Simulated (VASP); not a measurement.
HfN:

```
Hf N
1.0
     1.55367   -4.10564    0.00000
     1.55367    4.10564    0.00000
     0.00000    0.00000    3.06186
Hf N
2 2
Cartesian
  1.5537 -2.9130 0.7655
  1.5537 2.9130 2.2964
  1.5537 -0.5255 0.7655
  1.5537 0.5255 2.2964
```

* Program: VASP 6.6.1
* Task: relaxation of cell and atoms
* Functional: PBEsol
* Potentials or basis: VASP PAW PBE potentials, release 64 (Hf_pv, N)
* Cutoff: 600 eV
* k mesh: 10 × 10 × 10
* Occupations: gaussian, width 0.05 eV
* Spin: no spin polarisation

At the start: pressure 54.3 GPa; volume 9.77 Å³/atom.

Problem. Where does the relaxation end?

Solution. Over 27 steps the energy falls by 1511.1 meV/atom and the volume is 12.82 Å³/atom (+31.3 %); space group Cmcm (No. 63, to 0.05 Å).

Step by step:
```
step  energy change (eV)  largest force (eV/Å)  pressure (GPa)  volume (Å³)
   1              0.0000                5.4403           54.30        39.06
   2             -1.8398                1.5759          -42.49        60.27
   3             -3.3076                3.4022          -23.65        50.72
   4             -3.3195                3.6134          -20.57        49.84
   5             -4.5874                1.1536           -1.94        45.35
   6             -4.6424                1.4836           -6.18        46.04
   7             -5.0607                1.1677           18.31        42.60
   8             -5.0771                1.0245           13.73        43.11
   9             -5.5033                1.0178            2.20        45.81
  10             -5.5979                0.8411           -1.43        47.29
  11             -5.9429                0.3159            6.18        48.36
  12             -5.9440                0.3107            7.20        48.44
  13             -5.9618                0.5753           -7.58        52.59
  14             -5.9973                0.4691           -1.39        50.68
  15             -6.0174                0.3370           -0.25        50.72
  16             -6.0222                0.2254            0.64        50.75
  17             -6.0369                0.0981           -0.15        51.03
  18             -6.0395                0.0692           -0.55        51.21
  19             -6.0436                0.0566            0.99        51.03
  20             -6.0436                0.0577            0.86        51.05
  21             -6.0441                0.0543           -0.61        51.39
  22             -6.0444                0.0096           -0.06        51.25
  23             -6.0444                0.0070           -0.02        51.24
  24             -6.0444                0.0087            0.02        51.25
  25             -6.0445                0.0133            0.05        51.26
  26             -6.0445                0.0143            0.06        51.26
  27             -6.0445                0.0088           -0.02        51.29
```

Final structure:
```yaml
crystal:
  lattice:
    - [1.57236, -5.29565, 0.00000]
    - [1.57236, 5.29565, 0.00000]
    - [0.00000, 0.00000, 3.07974]
  atoms:
    - { symbol: Hf, position: [0.85604, 0.14396, 0.25000] }
    - { symbol: Hf, position: [0.14396, 0.85604, 0.75000] }
    - { symbol: N, position: [0.64828, 0.35172, 0.25000] }
    - { symbol: N, position: [0.35172, 0.64828, 0.75000] }
```

Caveat: the volume moved by over 15 % at a fixed basis, so the end points are rough; the PAW data sets were made with another functional, which shifts forces and pressure a little.
